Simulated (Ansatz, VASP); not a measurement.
MoH6: VASP beside Ansatz

```
H Mo
1.0
     0.00000    2.63472    2.63472
     2.63472    0.00000    2.63472
     2.63472    2.63472    0.00000
H Mo
6 1
Direct
  0.99801 0.50199 0.50199
  0.50199 0.99801 0.99801
  0.50199 0.99801 0.50199
  0.99801 0.50199 0.99801
  0.50199 0.50199 0.99801
  0.99801 0.99801 0.50199
  0.00000 0.00000 0.00000
```

Alike in both runs: functional PBE; k mesh 3 × 3 × 3; occupations gaussian, width 0.15 eV; no spin polarisation.

Ansatz relaxed the structure, and its values are those at the end. VASP's run is a single point on that final structure, the one shown.

```csv
,VASP,Ansatz
version,VASP 6.6.1,Ansatz 0.2.0
potentials or method,"VASP PAW PBE potentials, release 64 (H, Mo_sv), cutoff 500 eV","scalar-relativistic, plane waves, PAW"
valence electrons in the cell,20,20
```

Ansatz gave:

- gap on the k mesh at the Fermi level (eV): 2.18
- least direct gap on the mesh (eV): 3.01
- pressure (GPa): -0.3
- rms of the force components (eV/Å): 0.021

Which values does VASP return?

gap on the k mesh at the Fermi level (eV): 2.18; least direct gap on the mesh (eV): 3.02; pressure (GPa): -0.5; rms of the force components (eV/Å): 0.021.

The k mesh is coarse, so the values compare programs but aren't converged.
